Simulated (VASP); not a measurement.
Wanted: the native input for a VASP 6.6.1 run.

- Task: relaxation of cell and atoms
- Functional: PBE
- Potentials or basis: VASP PAW PBE potentials, release 64 (Mg, Se)
- Cutoff: 600 eV
- k mesh: 4 × 4 × 4
- Occupations: gaussian, width 0.2 eV
- Spin: no spin polarisation
- Dipole correction: no
- Further INCAR settings: ALGO = Normal; EDIFF = 1e-06; IBRION = 2; EDIFFG = -0.08; NSW = 36; ISIF = 3

The structure of Mg7Se lies in POSCAR:

```
Mg7Se
1.0
   -4.0338502700      4.0338502700      2.6886379100
    4.0338502700     -4.0338502700      2.6886379100
    4.0338502700      4.0338502700     -2.6886379100
Mg Se
7 1
Direct
    0.5452174100      0.0452174100      0.0904348200
    0.9547825900      0.4547825900      0.9095651800
    0.0452174100      0.9547825900      0.5000000000
    0.4547825900      0.5452174100      0.5000000000
    0.5000000000      0.0000000000      0.5000000000
    0.0000000000      0.5000000000      0.5000000000
    0.5000000000      0.5000000000      0.0000000000
    0.0000000000      0.0000000000      0.0000000000
```

The cell was built from a structure type or drawn by symmetry, and may not be a known phase.

These files were run (other wordings do the same):

INCAR

```
SYSTEM = Mg7Se
PREC = Accurate
ENCUT = 600
EDIFF = 1E-6
ISMEAR = 0
SIGMA = 0.2
LREAL = .False.
LASPH = .True.
NELM = 80
ALGO = Normal
ISIF = 3
LWAVE = .False.
LCHARG = .False.
GGA = PE
IBRION = 2
NSW = 36
EDIFFG = -0.08
```

KPOINTS

```
regular mesh
0
Gamma
  4 4 4
  0 0 0
```

Potentials or basis: VASP PAW PBE potentials, release 64 (Mg, Se).

Launch:

```sh
$ cat potpaw_PBE.64/Mg/POTCAR potpaw_PBE.64/Se/POTCAR > POTCAR
$ mpirun -np 1 vasp_std > vasp.out
```

Results of the run:

The relaxed volume is 22.56 Å³/atom and the relaxed cell is a = 6.206 Å, b = 6.206 Å, c = 6.206 Å, α = 105.14°, β = 105.14°, γ = 118.53°. The space group after relaxing (to 0.1 Å) is I4/mmm (No. 139). The energy gained by relaxing is 260.9 meV/atom and the ionic steps are 11. The pressure after relaxing is 0.2 GPa and the largest force after relaxing is 0.008 eV/Å. The band gap on the k mesh is zero (bands 10 and 11 overlap by 0.83 eV).

Wall time 4.8 min on 1 thread of Intel(R) Xeon(R) 6975P-C (Granite Rapids), with other jobs on the host, peak memory 0.37 GiB.
